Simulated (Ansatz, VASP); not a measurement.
PdBr: VASP beside Ansatz

```
Pd Br
1.0
     0.00000    2.74641    2.74641
     2.74641    0.00000    2.74641
     2.74641    2.74641    0.00000
Pd Br
1 1
Cartesian
  0.0000 0.0000 0.0000
  2.7464 2.7464 2.7464
```

Alike in both runs: functional PBE; k mesh 13 × 13 × 13; occupations fermi-dirac, width 0.1 eV; no spin polarisation.

Ansatz relaxed the structure, and its values are those at the end. VASP's run is a single point on that final structure, the one shown.

```csv
,VASP,Ansatz
version,VASP 6.6.1,Ansatz 0.2.0
potentials or method,"VASP PAW PBE potentials, release 64 (Pd, Br)","PAW with Ansatz's default frozen-core files, scalar-relativistic"
plane-wave cutoff (eV),520,420
valence electrons in the cell,17,25
```

```csv
,VASP,Ansatz,Ansatz less VASP
pressure (GPa),0.0,0.0,+0.03
```

With one functional, cell and mesh, what is left measures potentials, basis and numerics. VASP's potentials hold 17 valence electrons a cell and Ansatz's 25, so a difference there can come from the potentials and not from the codes.
